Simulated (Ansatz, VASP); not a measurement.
One calculation of MgB2, two programs

Contents of INCAR:

```
  ALGO = Normal
  EDIFF = 1E-6
  ENCUT = 600
  GGA = PE
  GGA_COMPAT = False
  ISIF = 2
  ISMEAR = -1
  LASPH = True
  LCHARG = True
  LELF = True
  LREAL = False
  LVHAR = True
  LWAVE = False
  NBANDS = 17
  NELM = 120
  PREC = Accurate
  SIGMA = 0.05
```

The input KPOINTS:

```
k-points
0
Gamma
  8 8 8
```

POSCAR

```
MgB2
1.0
    0.0000000000      2.9325281585      2.9325281585
    2.9325281585      0.0000000000      2.9325281585
    2.9325281585      2.9325281585      0.0000000000
Mg B
2 4
Direct
    0.0000000000      0.0000000000      0.0000000000
    0.2500000000      0.2500000000      0.2500000000
    0.6250000000      0.1250000000      0.6250000000
    0.6250000000      0.6250000000      0.1250000000
    0.1250000000      0.6250000000      0.6250000000
    0.6250000000      0.6250000000      0.6250000000
```

The input input.yaml:

```yaml
crystal:
  lattice:
    - [0.0, 2.9325281585, 2.9325281585]
    - [2.9325281585, 0.0, 2.9325281585]
    - [2.9325281585, 2.9325281585, 0.0]
  atoms:
    - { symbol: Mg, position: [0.0, 0.0, 0.0] }
    - { symbol: Mg, position: [0.25, 0.25, 0.25] }
    - { symbol: B, position: [0.625, 0.125, 0.625] }
    - { symbol: B, position: [0.625, 0.625, 0.125] }
    - { symbol: B, position: [0.125, 0.625, 0.625] }
    - { symbol: B, position: [0.625, 0.625, 0.625] }
hamiltonian:
  xc: pbe
  pseudopotentials: { kind: paw }
kpoints:
  mp_grid: { grid: [8, 8, 8] }
scf:
  occupations: { method: fermi_dirac, width: 0.05 }
output:
  forces: true
  stress: true
  eigenvalues: true
```

Alike in both runs: task single point; functional PBE; k mesh 8 × 8 × 8; occupations fermi-dirac, width 0.05 eV; no spin polarisation.

```csv
,VASP,Ansatz
version,VASP 6.6.1,Ansatz 0.2.0
potentials or method,"VASP PAW PBE potentials, release 64 (Mg, B)",Ansatz PAW
plane-wave cutoff (eV),600,420
valence electrons in the cell,16,32
```

Ansatz gave:

- gap on the k mesh at the Fermi level (eV): none
- pressure (GPa): 10.3

Task: Which values does VASP return?

Result: gap on the k mesh at the Fermi level (eV): none; pressure (GPa): 10.2.

A gap of «none» marks a metal or a gap that the smearing closes. VASP's potentials hold 16 valence electrons a cell and Ansatz's 32, so a difference there can come from the potentials and not from the codes.
